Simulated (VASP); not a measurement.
# SnSe (CsCl type) (Pm-3m) in VASP: notebook, part 2 of 3

VASP 6.6.1. Earlier steps stand in the parts before.

## (3) Single point, PBE

Contents of INCAR:

```
PREC = Accurate ; ENCUT = 520
EDIFF = 1E-6 ; ISMEAR = -1
SIGMA = 0.1 ; LREAL = False
LASPH = True ; NELM = 60
ALGO = Normal ; ISIF = 2
LWAVE = False ; LCHARG = True
GGA = PE ; LELF = True
LVHAR = True ; NBANDS = 17
```

Contents of KPOINTS:

```
regular mesh
0
Gamma
  14 14 14
```

Contents of POSCAR:

```
SnSe
1.0
    2.7114811087      0.0000000000      0.0000000000
    0.0000000000      2.7114811087      0.0000000000
    0.0000000000      0.0000000000      2.7114811087
Sn Se
1 1
Direct
    0.0000000000      0.0000000000      0.0000000000
    0.5000000000      0.5000000000      0.5000000000
```

Potentials or basis: VASP PAW PBE potentials, release 64 (Sn_d, Se).

Run with:

```console
$ cat potpaw_PBE.64/Sn_d/POTCAR potpaw_PBE.64/Se/POTCAR > POTCAR
$ mpirun -np 1 vasp_std > vasp.out
```

OUTCAR:

```text
PREC = Accurate
   ENCUT = 520
   EDIFF = 1E-6
   ISMEAR = -1
   LREAL = False
   LASPH = True
   NELM = 60
   ISIF = 2
   GGA = PE

 ion  position               nearest neighbor table
   1  0.000  0.000  0.000-   2 2.35   2 2.35   2 2.35   2 2.35   2 2.35   2 2.35   2 2.35   2 2.35

   2  0.500  0.500  0.500-   1 2.35   1 2.35   1 2.35   1 2.35   1 2.35   1 2.35   1 2.35   1 2.35

  LATTYP: Found a simple cubic cell.
 ALAT       =     2.7114811087

  Lattice vectors:

 A1 = (   2.7114811087,   0.0000000000,   0.0000000000)
 A2 = (   0.0000000000,   2.7114811087,   0.0000000000)
 A3 = (   0.0000000000,   0.0000000000,   2.7114811087)

Analysis of symmetry for initial positions (statically):
=====================================================================
 Subroutine PRICEL returns:
 Original cell was already a primitive cell.

 Routine SETGRP: Setting up the symmetry group for a
 simple cubic supercell.

 Subroutine GETGRP returns: Found 48 space group operations
 (whereof 48 operations were pure point group operations)
 out of a pool of 48 trial point group operations.

The static configuration has the point symmetry O_h .

Analysis of symmetry for dynamics (positions and initial velocities):
=====================================================================
 Subroutine PRICEL returns:
 Original cell was already a primitive cell.

 Routine SETGRP: Setting up the symmetry group for a
 simple cubic supercell.

 Subroutine GETGRP returns: Found 48 space group operations
 (whereof 48 operations were pure point group operations)
 out of a pool of 48 trial point group operations.

The dynamic configuration has the point symmetry O_h .

 Subroutine INISYM returns: Found 48 space group operations
 (whereof 48 operations are pure point group operations),
 and found     1 'primitive' translations

----------------------------------------------------------------------------------------

                                     Primitive cell

  volume of cell :      19.9352

  direct lattice vectors                    reciprocal lattice vectors
     2.711481109  0.000000000  0.000000000     0.368802127  0.000000000  0.000000000
     0.000000000  2.711481109  0.000000000     0.000000000  0.368802127  0.000000000
     0.000000000  0.000000000  2.711481109     0.000000000  0.000000000  0.368802127

  length of vectors
     2.711481109  2.711481109  2.711481109     0.368802127  0.368802127  0.368802127

  position of ions in fractional coordinates (direct lattice)
     0.000000000  0.000000000  0.000000000
     0.500000000  0.500000000  0.500000000

  ion indices of the primitive-cell ions
   primitive index   ion index
                 1           1
                 2           2

----------------------------------------------------------------------------------------

 KPOINTS: regular mesh

Automatic generation of k-mesh.
 Grid dimensions read from file:
 generate k-points for:   14   14   14

 Generating k-lattice:

  Cartesian coordinates                     Fractional coordinates (reciprocal lattice)
     0.026343009  0.000000000  0.000000000     0.071428571  0.000000000  0.000000000
     0.000000000  0.026343009  0.000000000     0.000000000  0.071428571  0.000000000
     0.000000000  0.000000000  0.026343009     0.000000000  0.000000000  0.071428571

  Length of vectors
     0.026343009  0.026343009  0.026343009

  Shift w.r.t. Gamma in fractional coordinates (k-lattice)
     0.000000000  0.000000000  0.000000000

 Subroutine IBZKPT returns following result:
 ===========================================

 Found    120 irreducible k-points:

 Following reciprocal coordinates:
            Coordinates               Weight
  0.000000  0.000000  0.000000      1.000000
  0.071429  0.000000  0.000000      6.000000
  0.142857  0.000000  0.000000      6.000000
  0.214286  0.000000  0.000000      6.000000
  0.285714  0.000000  0.000000      6.000000
  0.357143  0.000000  0.000000      6.000000
[... 16 lines left out ...]
  0.285714  0.214286  0.000000     24.000000
  0.357143  0.214286  0.000000     24.000000
 [... further k-points ...]
   k-points           NKPTS =    120   k-points in BZ     NKDIM =    120   number of bands    NBANDS=     17
   number of dos      NEDOS =    301   number of ions     NIONS =      2
   total plane-waves  NPLWV =   8000
   dimension x,y,z NGX =    20 NGY =   20 NGZ =   20
   dimension x,y,z NGXF=    40 NGYF=   40 NGZF=   40
   ions per type =               1   1
   NGX,Y,Z   is equivalent  to a cutoff of  12.26, 12.26, 12.26 a.u.
   NGXF,Y,Z  is equivalent  to a cutoff of  24.52, 24.52, 24.52 a.u.
 SYSTEM =  unknown system
   PREC   = accura    normal or accurate (medium, high low for compatibility)
   ISTART =      0    job   : 0-new  1-cont  2-samecut
   ICHARG =      2    charge: 1-file 2-atom 10-const
   ISPIN  =      1    spin polarized calculation?
   LNONCOLLINEAR =      F non collinear calculations
   LSORBIT =      F    spin-orbit coupling
   LASPH  =      T    aspherical Exc in radial PAW
   ENCUT  =  520.0 eV  38.22 Ry    6.18 a.u.   5.04  5.04  5.04*2*pi/ulx,y,z
   NELM   =     60;   NELMIN=  2; NELMDL= -5     # of ELM steps
   EDIFF  = 0.1E-05   stopping-criterion for ELM
   LREAL  =      F    real-space projection
   EDIFFG = 0.1E-04   stopping-criterion for IOM
   NSW    =      0    number of steps for IOM
   IBRION =     -1    ionic relax: 0-MD 1-quasi-New 2-CG
   NFREE  =      0    steps in history (QN), initial steepest desc. (CG)
   ISIF   =      2    stress and relaxation
   ISYM   =      2    0-nonsym 1-usesym 2-fastsym
   POTIM  = 0.5000    time-step for ionic-motion
   TEBEG  =    0.0;   TEEND  =   0.0 temperature during run
   PSTRESS=    0.0 pullay stress
   NELECT =      20.0000    total number of electrons
   NUPDOWN=      -1.0000    fix difference up-down
   EMIN   =  10.00;   EMAX   =-10.00  energy-range for DOS
   EFERMI =   0.00;   METHOD = LEGACY
   ISMEAR =    -1;   SIGMA  =   0.10  broadening in eV -4-tet -1-fermi 0-gaus
   EFERMI_NEDOS =   21; number of points for ismear=-14 and -15
   IALGO  =     38    algorithm
   IMIX   =      4    mixing-type and parameters
     AMIX     =   0.40;   BMIX     =  1.00
     AMIX_MAG =   1.60;   BMIX_MAG =  1.00
  volume/ion in A,a.u.               =       9.97        67.26
  Fermi-wavevector in a.u.,A,eV,Ry     =   1.638872  3.097018 36.543887  2.685900
  Thomas-Fermi vector in A             =   2.729772
   LORBIT       =      0    0 simple, 1 ext, 2 COOP (PROOUT), +10 PAW based schemes
   GGA     = PE    functional components
   LHFCALC =     F    Hartree Fock is set to
   AEXX    =    0.0000 exact exchange contribution
   IVDW    =     0    specifies the selected vdW correction
   LEPSILON=     F    determine dielectric tensor
   LRPA    =     F    only Hartree local field effects (RPA)
 non-spin polarized calculation
  energy-cutoff  :      520.00
  volume of cell :       19.94
 maximum number of plane-waves:       554
   NGX = 11   NGY = 11   NGZ = 11

 number of electron      20.0000003 magnetization

 Free energy of the ion-electron system (eV)
  ---------------------------------------------------
  ext. energy  EPLUGINS =         0.00000000
  ---------------------------------------------------
  free energy    TOTEN  =         7.18636573 eV

  energy without entropy =        7.19700838  energy(sigma->0) =        7.19168706

 E-fermi :  23.4976     XC(G=0): -15.0729

 val. band max:       23.4830876410   @ k =   0.3571   0.2143   0.2143
 cond. band min:      23.5237707249   @ k =   0.4286   0.4286   0.4286
 fundamental gap:      0.0406830838
 Fermi energy:        23.4975560182

 k-point     1 :       0.0000    0.0000    0.0000
  band No.  band energies     occupation
      1      -1.9573      2.00000
      2      -1.6321      2.00000
      3      -1.6321      2.00000
      4      -0.4182      2.00000
      5      -0.4182      2.00000
      6      -0.4182      2.00000
[... 9 lines left out ...]
     16      39.6917      0.00000
     17      39.6918      0.00000
[... 441 lines left out ...]
 k-point    24 :       0.3571    0.2143    0.0000
  band No.  band energies     occupation
      1      -1.5423      2.00000
      2      -1.3551      2.00000
      3      -0.7957      2.00000
      4      -0.7854      2.00000
      5      -0.5540      2.00000
      6       2.1781      2.00000
[... 9 lines left out ...]
     16      37.1523      0.00000
     17      38.1615      0.00000

 [... further k-points ...]

------------------------ aborting loop because EDIFF is reached ----------------------------------------

  FORCE on cell =-STRESS in cart. coord.  units (eV):
  Direction    XX          YY          ZZ          XY          YZ          ZX
  --------------------------------------------------------------------------------------
  -------------------------------------------------------------------------------------
  Total       47.6757766     47.6757766     47.6757766      0.0000000      0.0000000      0.0000000
  in kB     3831.6745096   3831.6745096   3831.6745096      0.0000000      0.0000000      0.0000000
  external PRESSURE =    3831.6745096 kB  Pullay stress =       0.0000000 kB

 VOLUME and BASIS-vectors are now :
 -----------------------------------------------------------------------------
  energy-cutoff  :      520.00
  volume of cell :       19.94
      direct lattice vectors                 reciprocal lattice vectors
     2.711481109  0.000000000  0.000000000     0.368802127  0.000000000  0.000000000
     0.000000000  2.711481109  0.000000000     0.000000000  0.368802127  0.000000000
     0.000000000  0.000000000  2.711481109     0.000000000  0.000000000  0.368802127

 POSITION                                       TOTAL-FORCE (eV/Angst)
 -----------------------------------------------------------------------------------
      0.00000      0.00000      0.00000         0.000000      0.000000      0.000000
      1.35574      1.35574      1.35574         0.000000      0.000000      0.000000
 -----------------------------------------------------------------------------------
    total drift:                               -0.000000      0.000000      0.000000

  FREE ENERGIE OF THE ION-ELECTRON SYSTEM (eV)
  ---------------------------------------------------
  free  energy   TOTEN  =         7.1863657345 eV

  energy  without entropy=        7.1970083831  energy(sigma->0) =        7.19168706
```

OSZICAR:

```text
N       E                     dE             d eps       ncg     rms          rms(c)
DAV:   1     0.138397655099E+03    0.13840E+03   -0.98686E+03  4492   0.201E+03
DAV:   2     0.140433815042E+02   -0.12435E+03   -0.11953E+03  4579   0.372E+02
DAV:   3     0.670662073369E+01   -0.73368E+01   -0.72077E+01  4923   0.798E+01
DAV:   4     0.661911709931E+01   -0.87504E-01   -0.87447E-01  5046   0.842E+00
DAV:   5     0.661790137272E+01   -0.12157E-02   -0.12156E-02  5169   0.981E-01    0.147E+01
DAV:   6     0.699804653668E+01    0.38015E+00   -0.14230E-01  6074   0.931E+00    0.893E+00
DAV:   7     0.718246615607E+01    0.18442E+00   -0.15153E-01  6121   0.723E+00    0.666E-01
DAV:   8     0.718628515963E+01    0.38190E-02   -0.20914E-02  5970   0.261E+00    0.316E-01
DAV:   9     0.718631061819E+01    0.25459E-04   -0.10156E-03  5351   0.458E-01    0.204E-01
DAV:  10     0.718636591396E+01    0.55296E-04   -0.70522E-05  6222   0.206E-01    0.333E-02
DAV:  11     0.718636780529E+01    0.18913E-05   -0.10305E-05  5753   0.493E-02    0.936E-03
DAV:  12     0.718636581380E+01   -0.19915E-05   -0.84877E-07  2766   0.161E-02    0.302E-03
DAV:  13     0.718636573452E+01   -0.79278E-07   -0.10121E-07  2383   0.340E-03
   1 F= 0.71863657E+01 E0= 0.71916871E+01  d E =-.106426E-01
```

stdout:

```text
POSCAR found type information on POSCAR SnSe
 POSCAR found :  2 types and       2 ions
 scaLAPACK will be used
 LDA part: xc-table for (Slater+PW92), standard interpolation
 POSCAR, INCAR and KPOINTS ok, starting setup
 FFT: planning ... GRIDC
 FFT: planning ... GRID_SOFT
 FFT: planning ... GRID
 WAVECAR not read
 entering main loop
```

Run time: 24 s. Hardware: 1 thread of Intel Xeon Platinum 8259CL at 2.50GHz (Skylake/Cascade Lake), shared host; peak memory 0.15 GiB.

Results:

```yaml
Free_energy: 7.1864 eV
Pressure: 383.2 GPa
Band_gap_on_the_k_mesh: zero (band 10 reaches 27.79 eV, above the bottom of band 11 at 16.85 eV)
```

Levels at points of the mesh, in eV from the Fermi level:
```tsv
k point	band 6	band 7	band 8	band 9	band 10	band 11	band 12	band 13	band 14	band 15
(0.00, 0.00, 0.00)	-23.92	-6.22	-6.22	-6.22	-0.52	1.21	1.21	14.05	14.05	14.05
(0.50, 0.00, 0.00)	-21.32	-17.41	-1.45	-1.45	1.47	2.09	2.75	2.75	5.61	8.40
(0.50, 0.50, 0.00)	-15.06	-14.39	-14.39	-9.51	-1.14	5.74	5.74	8.14	9.82	9.82
(0.50, 0.50, 0.50)	-14.34	-8.24	-8.24	-8.24	-6.65	-6.65	-6.65	-1.94	24.04	24.04
```

Caveat: spin-orbit coupling is left out, which moves the levels of the heavy elements.

## (4) Single point, PBE+D3(BJ)

Contents of INCAR:

```
SYSTEM = SnSe
  PREC = Accurate
  ENCUT = 520
  EDIFF = 1E-6
  ISMEAR = -1
  SIGMA = 0.1
  LREAL = .False.
  LASPH = .True.
  NELM = 60
  ALGO = Normal
  ISIF = 2
  LWAVE = .False.
  LCHARG = .False.
  GGA = PE
  IVDW = 12
  NBANDS = 17
```

Contents of KPOINTS:

```
regular mesh
0
Gamma
  14 14 14
  0 0 0
```

POSCAR is that of step 3.

Run with:

```console
$ cat potpaw_PBE.64/Sn_d/POTCAR potpaw_PBE.64/Se/POTCAR > POTCAR
$ mpirun -np 1 vasp_std > vasp.out
```

It took 23 s on 1 thread of Intel Xeon Platinum 8259CL at 2.50GHz (Skylake/Cascade Lake), shared host; peak memory 0.17 GiB.

The run converged. Its results:

```yaml
Free_energy: 5.2123 eV
Pressure: 366.8 GPa
Band_gap_on_the_k_mesh: zero (band 10 reaches 27.79 eV, above the bottom of band 11 at 16.85 eV)
Dispersion_energy_per_atom: -0.987 eV
```

Levels at points of the mesh, in eV from the Fermi level:
```tsv
k point	band 6	band 7	band 8	band 9	band 10	band 11	band 12	band 13	band 14	band 15
(0.00, 0.00, 0.00)	-23.92	-6.22	-6.22	-6.22	-0.52	1.21	1.21	14.05	14.05	14.05
(0.50, 0.00, 0.00)	-21.32	-17.41	-1.45	-1.45	1.47	2.09	2.75	2.75	5.61	8.40
(0.50, 0.50, 0.00)	-15.06	-14.39	-14.39	-9.51	-1.14	5.74	5.74	8.14	9.82	9.82
(0.50, 0.50, 0.50)	-14.34	-8.24	-8.24	-8.24	-6.65	-6.65	-6.65	-1.94	24.04	24.04
```

Caveat: spin-orbit coupling is left out, which moves the levels of the heavy elements; pairwise dispersion overbinds metals, which lowers pressure and volume.

## (5) Single point, PBE (volume scaled by 0.5)

Contents of INCAR:

```
  PREC = Accurate
  ENCUT = 520
  EDIFF = 1E-7
  ISMEAR = -1
  SIGMA = 0.1
  LREAL = False
  LASPH = True
  NELM = 80
  ALGO = Normal
  ISIF = 2
  LWAVE = False
  LCHARG = True
  GGA = PE
  LELF = True
  LVHAR = True
  NBANDS = 17
```

Contents of KPOINTS:

```
regular mesh
0
Gamma
  14 14 14
```

Contents of POSCAR:

```
SnSe
1.0
    2.9208544810      0.0000000000      0.0000000000
    0.0000000000      2.9208544810      0.0000000000
    0.0000000000      0.0000000000      2.9208544810
Sn Se
1 1
Direct
    0.0000000000      0.0000000000      0.0000000000
    0.5000000000      0.5000000000      0.5000000000
```

Potentials or basis: VASP PAW PBE potentials, release 64 (Sn_d, Se).

Run with:

```console
$ cat potpaw_PBE.64/Sn_d/POTCAR potpaw_PBE.64/Se/POTCAR > POTCAR
$ mpirun -np 1 vasp_std > vasp.out
```

OUTCAR:

```text
PREC = Accurate
   ENCUT = 520
   EDIFF = 1E-7
   ISMEAR = -1
   LREAL = False
   LASPH = True
   NELM = 80
   ISIF = 2
   GGA = PE

 ion  position               nearest neighbor table
   1  0.000  0.000  0.000-   2 2.53   2 2.53   2 2.53   2 2.53   2 2.53   2 2.53   2 2.53   2 2.53

   2  0.500  0.500  0.500-   1 2.53   1 2.53   1 2.53   1 2.53   1 2.53   1 2.53   1 2.53   1 2.53

  LATTYP: Found a simple cubic cell.
 ALAT       =     2.9208544810

  Lattice vectors:
[... 666 lines left out ...]
 [... further k-points ...]

------------------------ aborting loop because EDIFF is reached ----------------------------------------

  FORCE on cell =-STRESS in cart. coord.  units (eV):
  Direction    XX          YY          ZZ          XY          YZ          ZX
  --------------------------------------------------------------------------------------
  -------------------------------------------------------------------------------------
  Total       26.4945954     26.4945954     26.4945954      0.0000000      0.0000000     -0.0000000
  in kB     1703.4842125   1703.4842125   1703.4842125      0.0000000      0.0000000     -0.0000000
  external PRESSURE =    1703.4842125 kB  Pullay stress =       0.0000000 kB

 VOLUME and BASIS-vectors are now :
 -----------------------------------------------------------------------------
  energy-cutoff  :      520.00
  volume of cell :       24.92
      direct lattice vectors                 reciprocal lattice vectors
     2.920854481  0.000000000  0.000000000     0.342365567  0.000000000  0.000000000
     0.000000000  2.920854481  0.000000000     0.000000000  0.342365567  0.000000000
     0.000000000  0.000000000  2.920854481     0.000000000  0.000000000  0.342365567

 POSITION                                       TOTAL-FORCE (eV/Angst)
 -----------------------------------------------------------------------------------
      0.00000      0.00000      0.00000         0.000000      0.000000      0.000000
      1.46043      1.46043      1.46043         0.000000      0.000000      0.000000
 -----------------------------------------------------------------------------------
    total drift:                                0.000000      0.000000      0.000000

  FREE ENERGIE OF THE ION-ELECTRON SYSTEM (eV)
  ---------------------------------------------------
  free  energy   TOTEN  =        -0.9160530214 eV

  energy  without entropy=       -0.9037586154  energy(sigma->0) =       -0.90990582
```

OSZICAR:

```text
N       E                     dE             d eps       ncg     rms          rms(c)
DAV:   1     0.137985096106E+03    0.13799E+03   -0.10054E+04  4354   0.191E+03
DAV:   2     0.790720397993E+01   -0.13008E+03   -0.12491E+03  4466   0.379E+02
DAV:   3    -0.100305106467E+01   -0.89103E+01   -0.87986E+01  4923   0.855E+01
DAV:   4    -0.114014346448E+01   -0.13709E+00   -0.13696E+00  4970   0.104E+01
DAV:   5    -0.114248553597E+01   -0.23421E-02   -0.23419E-02  5324   0.135E+00    0.991E+00
DAV:   6    -0.980120895218E+00    0.16236E+00   -0.10513E-01  5913   0.606E+00    0.603E+00
DAV:   7    -0.918901276507E+00    0.61220E-01   -0.82848E-02  6297   0.392E+00    0.671E-01
DAV:   8    -0.916063506118E+00    0.28378E-02   -0.12248E-02  6210   0.170E+00    0.158E-01
DAV:   9    -0.916057407243E+00    0.60989E-05   -0.57901E-04  5363   0.345E-01    0.945E-02
DAV:  10    -0.916052538613E+00    0.48686E-05   -0.30820E-05  6345   0.869E-02    0.163E-02
DAV:  11    -0.916052183703E+00    0.35491E-06   -0.72752E-06  5885   0.501E-02    0.782E-03
DAV:  12    -0.916053349889E+00   -0.11662E-05   -0.53184E-07  4673   0.707E-03    0.296E-03
DAV:  13    -0.916053056015E+00    0.29387E-06   -0.10332E-07  2946   0.359E-03    0.485E-04
DAV:  14    -0.916053021417E+00    0.34598E-07   -0.13707E-08  2392   0.112E-03
   1 F= -.91605302E+00 E0= -.90990582E+00  d E =-.122944E-01
```

Wall time 27 s (1 thread of Intel Xeon Platinum 8259CL at 2.50GHz (Skylake/Cascade Lake), shared host); peak memory 0.17 GiB.

Results:

```yaml
Free_energy: -0.9161 eV
Pressure: 170.3 GPa
Band_gap_on_the_k_mesh: zero (band 10 reaches 20.61 eV, above the bottom of band 11 at 13.02 eV)
```

Caveat: spin-orbit coupling is left out, which moves the levels of the heavy elements.

[end of part 2 of 3]
